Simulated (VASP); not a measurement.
# Au (I4/mmm) in VASP: notebook

Au is run at these levels: r2SCAN; tasks: single point.

All numbers are computed with VASP 6.6.1; they aren't measurements. Logs are shortened: lines on timing, memory, paths and dates and some standing lists are left out, and cuts for length are marked.

### 1 The cell of the first run

Symmetry: I4/mmm, No. 139, tetragonal system. Conventional cell: a = 3.049 Å, b = 3.049 Å, c = 3.447 Å, α = 90.00°, β = 90.00°, γ = 90.00°. Au (site symmetry 4/mmm) has 14 Au at 2.76 to 3.45 Å within 3.6 Å.

### 2 Single point, r2SCAN (strain -0.080 along x and y, +0.040 along z)

Input file POSCAR:

```
Au
1.0
   -1.5246874800      1.5246874800      1.7235597600
    1.5246874800     -1.5246874800      1.7235597600
    1.5246874800      1.5246874800     -1.7235597600
Au
1
Direct
    0.0000000000      0.0000000000      0.0000000000
```

Input file INCAR.step1:

```
PREC = Accurate ; ENCUT = 520
ISMEAR = 0 ; SIGMA = 0.15
LREAL = False ; LASPH = True
NELM = 60 ; NBANDS = 12
GGA = PE ; ALGO = Normal
EDIFF = 1E-4 ; LWAVE = True
LCHARG = False
```

Input file INCAR.step2:

```
PREC = Accurate ; ENCUT = 520
EDIFF = 1E-6 ; ISMEAR = 0
SIGMA = 0.15 ; LREAL = False
LASPH = True ; NELM = 60
ALGO = Normal ; ISIF = 2
LWAVE = False ; LCHARG = True
METAGGA = R2SCAN ; LMIXTAU = True
LELF = True ; LVHAR = True
NBANDS = 12 ; ISTART = 1
```

Input file KPOINTS:

```
regular mesh
0
Gamma
  24 24 24
```

Potentials or basis: VASP PAW PBE potentials, release 64 (Au).

Run with:

```
> cat potpaw_PBE.64/Au/POTCAR > POTCAR
> cp INCAR.step1 INCAR
> mpirun -np 1 vasp_std > vasp.out
> cp INCAR.step2 INCAR
> mpirun -np 1 vasp_std > vasp.out
```

OUTCAR:

```text
PREC = Accurate
   ENCUT = 520
   EDIFF = 1E-6
   ISMEAR = 0
   LREAL = False
   LASPH = True
   NELM = 60
   ISIF = 2
   METAGGA = R2SCAN
   ISTART = 1

 ion  position               nearest neighbor table
   1  0.000  0.000  0.000-

  LATTYP: Found a body centered tetragonal cell.
 ALAT       =     3.0493749600
 C/A-ratio  =     1.1304347826

  Lattice vectors:

 A1 = (  -1.5246874800,   1.5246874800,   1.7235597600)
 A2 = (   1.5246874800,  -1.5246874800,   1.7235597600)
 A3 = (   1.5246874800,   1.5246874800,  -1.7235597600)

Analysis of symmetry for initial positions (statically):
=====================================================================
 Subroutine PRICEL returns:
 Original cell was already a primitive cell.

 Routine SETGRP: Setting up the symmetry group for a
 body centered tetragonal supercell.

 Subroutine GETGRP returns: Found 16 space group operations
 (whereof 16 operations were pure point group operations)
 out of a pool of 16 trial point group operations.

The static configuration has the point symmetry D_4h.

Analysis of symmetry for dynamics (positions and initial velocities):
=====================================================================
 Subroutine PRICEL returns:
 Original cell was already a primitive cell.

 Routine SETGRP: Setting up the symmetry group for a
 body centered tetragonal supercell.

 Subroutine GETGRP returns: Found 16 space group operations
 (whereof 16 operations were pure point group operations)
 out of a pool of 16 trial point group operations.

The dynamic configuration has the point symmetry D_4h.

 Subroutine INISYM returns: Found 16 space group operations
 (whereof 16 operations are pure point group operations),
 and found     1 'primitive' translations

----------------------------------------------------------------------------------------

                                     Primitive cell

  volume of cell :      16.0268

  direct lattice vectors                    reciprocal lattice vectors
    -1.524687480  1.524687480  1.723559760     0.000000000  0.327936057  0.290097281
     1.524687480 -1.524687480  1.723559760     0.327936057  0.000000000  0.290097281
     1.524687480  1.524687480 -1.723559760     0.327936057  0.327936057  0.000000000

  length of vectors
     2.760435123  2.760435123  2.760435123     0.437833861  0.437833861  0.463771619

  position of ions in fractional coordinates (direct lattice)
     0.000000000  0.000000000  0.000000000

  ion indices of the primitive-cell ions
   primitive index   ion index
                 1           1

----------------------------------------------------------------------------------------

 KPOINTS: regular mesh

Automatic generation of k-mesh.
 Grid dimensions read from file:
 generate k-points for:   24   24   24

 Generating k-lattice:

  Cartesian coordinates                     Fractional coordinates (reciprocal lattice)
     0.000000000  0.013664002  0.012087387     0.041666667  0.000000000  0.000000000
     0.013664002  0.000000000  0.012087387     0.000000000  0.041666667  0.000000000
     0.013664002  0.013664002  0.000000000     0.000000000  0.000000000  0.041666667

  Length of vectors
     0.018243078  0.018243078  0.019323817

  Shift w.r.t. Gamma in fractional coordinates (k-lattice)
     0.000000000  0.000000000  0.000000000

 Subroutine IBZKPT returns following result:
 ===========================================

 Found   1063 irreducible k-points:

 Following reciprocal coordinates:
            Coordinates               Weight
  0.000000  0.000000  0.000000      1.000000
  0.041667  0.000000  0.000000      8.000000
  0.083333  0.000000 -0.000000      8.000000
  0.125000  0.000000 -0.000000      8.000000
  0.166667  0.000000 -0.000000      8.000000
  0.208333  0.000000 -0.000000      8.000000
[... 16 lines left out ...]
  0.416667  0.041667  0.000000     16.000000
  0.458333  0.041667  0.000000     16.000000
 [... further k-points ...]
   k-points           NKPTS =   1063   k-points in BZ     NKDIM =   1063   number of bands    NBANDS=     12
   number of dos      NEDOS =    301   number of ions     NIONS =      1
   total plane-waves  NPLWV =  13824
   dimension x,y,z NGX =    24 NGY =   24 NGZ =   24
   dimension x,y,z NGXF=    48 NGYF=   48 NGZF=   48
   ions per type =               1
   NGX,Y,Z   is equivalent  to a cutoff of  14.45, 14.45, 14.45 a.u.
   NGXF,Y,Z  is equivalent  to a cutoff of  28.91, 28.91, 28.91 a.u.
 SYSTEM =  unknown system
   PREC   = accura    normal or accurate (medium, high low for compatibility)
   ISTART =      1    job   : 0-new  1-cont  2-samecut
   ICHARG =      0    charge: 1-file 2-atom 10-const
   ISPIN  =      1    spin polarized calculation?
   LNONCOLLINEAR =      F non collinear calculations
   LSORBIT =      F    spin-orbit coupling
   LASPH  =      T    aspherical Exc in radial PAW
   ENCUT  =  520.0 eV  38.22 Ry    6.18 a.u.   5.13  5.13  5.13*2*pi/ulx,y,z
   NELM   =     60;   NELMIN=  2; NELMDL=  0     # of ELM steps
   EDIFF  = 0.1E-05   stopping-criterion for ELM
   LREAL  =      F    real-space projection
   EDIFFG = 0.1E-04   stopping-criterion for IOM
   NSW    =      0    number of steps for IOM
   IBRION =     -1    ionic relax: 0-MD 1-quasi-New 2-CG
   NFREE  =      0    steps in history (QN), initial steepest desc. (CG)
   ISIF   =      2    stress and relaxation
   ISYM   =      2    0-nonsym 1-usesym 2-fastsym
   POTIM  = 0.5000    time-step for ionic-motion
   TEBEG  =    0.0;   TEEND  =   0.0 temperature during run
   PSTRESS=    0.0 pullay stress
   NELECT =      11.0000    total number of electrons
   NUPDOWN=      -1.0000    fix difference up-down
   EMIN   =  10.00;   EMAX   =-10.00  energy-range for DOS
   EFERMI =   0.00;   METHOD = LEGACY
   ISMEAR =     0;   SIGMA  =   0.15  broadening in eV -4-tet -1-fermi 0-gaus
   EFERMI_NEDOS =   21; number of points for ismear=-14 and -15
   IALGO  =     38    algorithm
   IMIX   =      4    mixing-type and parameters
     AMIX     =   0.40;   BMIX     =  1.00
     AMIX_MAG =   1.60;   BMIX_MAG =  1.00
  volume/ion in A,a.u.               =      16.03       108.15
  Fermi-wavevector in a.u.,A,eV,Ry     =   1.444075  2.728906 28.372941  2.085352
  Thomas-Fermi vector in A             =   2.562411
   LORBIT       =      0    0 simple, 1 ext, 2 COOP (PROOUT), +10 PAW based schemes
   METAGGA = R2SCAN    functional components
   LHFCALC =     F    Hartree Fock is set to
   AEXX    =    0.0000 exact exchange contribution
   IVDW    =     0    specifies the selected vdW correction
   LEPSILON=     F    determine dielectric tensor
   LRPA    =     F    only Hartree local field effects (RPA)
 non-spin polarized calculation
 Gauss-broadening in eV      SIGMA  =   0.15
  energy-cutoff  :      520.00
  volume of cell :       16.03
 maximum number of plane-waves:       444
 NGX is ok and might be reduce to    24
   NGX = 11   NGY = 11   NGZ = 11

 number of electron      11.0000000 magnetization

 Free energy of the ion-electron system (eV)
  ---------------------------------------------------
  ext. energy  EPLUGINS =         0.00000000
  ---------------------------------------------------
  free energy    TOTEN  =       -50.49490964 eV

  energy without entropy =      -50.49289088  energy(sigma->0) =      -50.49390026

 E-fermi :  10.4439     XC(G=0): -14.0691

 val. band max:       10.4079368577   @ k =  -0.2500  -0.3750   0.1667
 cond. band min:      10.4470270768   @ k =  -0.1667   0.4583   0.0833
 fundamental gap:      0.0390902192
 Fermi energy:        10.4438614447

 k-point     1 :       0.0000    0.0000    0.0000
  band No.  band energies     occupation
      1      -0.3973      2.00000
      2       4.7029      2.00000
      3       4.7029      2.00000
      4       5.5191      2.00000
      5       6.4528      2.00000
      6       7.3735      2.00000
      7      26.5061      0.00000
      8      28.6029      0.00000
      9      28.6029      0.00000
     10      33.9120      0.00000
     11      36.5552      0.00000
     12      38.0942      0.00000

 k-point     2 :       0.0417    0.0000    0.0000
  band No.  band energies     occupation
      1      -0.3288      2.00000
      2       4.7068      2.00000
      3       4.7229      2.00000
      4       5.5262      2.00000
      5       6.4402      2.00000
      6       7.3567      2.00000
      7      26.5718      0.00000
      8      28.5489      0.00000
      9      28.6922      0.00000
     10      33.3692      0.00000
     11      36.8069      0.00000
     12      37.4537      0.00000

 k-point     3 :       0.0833    0.0000   -0.0000
  band No.  band energies     occupation
      1      -0.1264      2.00000
      2       4.7169      2.00000
      3       4.7648      2.00000
      4       5.5660      2.00000
      5       6.4066      2.00000
      6       7.3116      2.00000
      7      26.7372      0.00000
      8      28.2969      0.00000
      9      28.9558      0.00000
     10      32.5522      0.00000
     11      35.4641      0.00000
     12      37.5293      0.00000
[... 286 lines left out ...]
 k-point    23 :       0.4167    0.0417    0.0000
  band No.  band energies     occupation
      1       2.2711      2.00000
      2       4.0738      2.00000
      3       6.2481      2.00000
      4       7.2474      2.00000
      5       8.0546      2.00000
      6       9.1613      2.00000
      7      15.4088      0.00000
      8      24.3388      0.00000
      9      26.6196      0.00000
     10      33.1575      0.00000
     11      34.8170      0.00000
     12      35.7558      0.00000

 k-point    24 :       0.4583    0.0417    0.0000
  band No.  band energies     occupation
      1       2.2574      2.00000
      2       4.0379      2.00000
      3       6.2233      2.00000
      4       7.3860      2.00000
      5       8.3600      2.00000
      6       9.7558      2.00000
      7      14.3613      0.00000
      8      24.1761      0.00000
      9      26.3095      0.00000
     10      32.8732      0.00000
     11      35.1554      0.00000
     12      35.8420      0.00000

 [... further k-points ...]
[... 5 lines left out ...]
  --------------------------------------------------------------------------------------
  -------------------------------------------------------------------------------------
  Total        1.8740873      1.8740873      1.9846986      0.0000000      0.0000000      0.0000000
  in kB      187.3494423    187.3494423    198.4070699      0.0000000      0.0000000      0.0000000
  external PRESSURE =     191.0353181 kB  Pullay stress =       0.0000000 kB

 VOLUME and BASIS-vectors are now :
 -----------------------------------------------------------------------------
  energy-cutoff  :      520.00
  volume of cell :       16.03
      direct lattice vectors                 reciprocal lattice vectors
    -1.524687480  1.524687480  1.723559760     0.000000000  0.327936057  0.290097281
     1.524687480 -1.524687480  1.723559760     0.327936057  0.000000000  0.290097281
     1.524687480  1.524687480 -1.723559760     0.327936057  0.327936057  0.000000000

 POSITION                                       TOTAL-FORCE (eV/Angst)
 -----------------------------------------------------------------------------------
      0.00000      0.00000      0.00000         0.000000      0.000000      0.000000
 -----------------------------------------------------------------------------------
    total drift:                                0.000000     -0.000000     -0.000000

  FREE ENERGIE OF THE ION-ELECTRON SYSTEM (eV)
  ---------------------------------------------------
  free  energy   TOTEN  =       -50.4949096400 eV

  energy  without entropy=      -50.4928908757  energy(sigma->0) =      -50.49390026
```

Wall time 13 min (1 thread of AMD EPYC 7R13 (Zen 3), shared host); peak memory 0.28 GiB.

What came out:

```yaml
Free_energy: -50.4949 eV
Pressure: 19.1 GPa
Band_gap_on_the_k_mesh: zero (an odd number of electrons rules out a gap without spin polarisation)
```

Levels at points of the mesh, in eV from the Fermi level:
```
           k point  band 4  band 5  band 6  band 7  band 8  band 9
(0.00, 0.00, 0.00)   -4.92   -3.99   -3.07   16.06   18.16   18.16
(0.50, 0.00, 0.00)   -2.94   -1.72   -1.02    3.74   13.71   16.06
(0.50, 0.50, 0.00)   -2.77   -1.48   -0.27    4.84   12.05   13.09
(0.50, 0.50, 0.50)   -1.91   -1.91    4.30    8.01    8.01   10.15
```

Caveat: the cell differs from its parent crystal (strain -0.080 along x and y, +0.040 along z); the cell stands under pressure; the PAW data sets were made with another functional, which shifts forces and pressure a little; spin-orbit coupling is left out, which moves the levels of the heavy elements.

(Part 1 of 2 ends here.)

The gap in the log of VASP goes by the Fermi energy; the results here count the filled bands.